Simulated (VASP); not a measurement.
The system is Cd.

```
CELL_PARAMETERS angstrom
1.60803 0.92840 2.44929
-1.60803 0.92840 2.44929
0.00000 -1.85679 2.44929
ATOMIC_POSITIONS crystal
Cd 0.00000 0.00000 0.00000
```

Base run:

| Item | Value |
| --- | --- |
| Program | VASP 6.6.1 |
| Functional | r2SCAN |
| Potentials or basis | VASP PAW PBE potentials, release 64 (Cd) |
| Cutoff | 520 eV |
| k mesh | 9 × 9 × 9 |
| Occupations | methfessel-paxton, width 0.1 eV |
| Spin | no spin polarisation |

Its results: band gap on the k mesh zero (bands 6 and 7 overlap by 1.94 eV); pressure 0.3 GPa.

Problem. The run is repeated on the same cell with these changes: functional from r2SCAN to PBE; further incar settings from ALGO = Normal; EDIFF = 1e-07; NBANDS = 12 to ALGO = Normal; EDIFF = 1e-06; NBANDS = 12. What comes out?

Solution. Band gap on the k mesh zero (bands 6 and 7 overlap by 1.93 eV); pressure 2.6 GPa.

Caveats: the PAW data sets were made with another functional, which shifts forces and pressure a little (at least some runs).
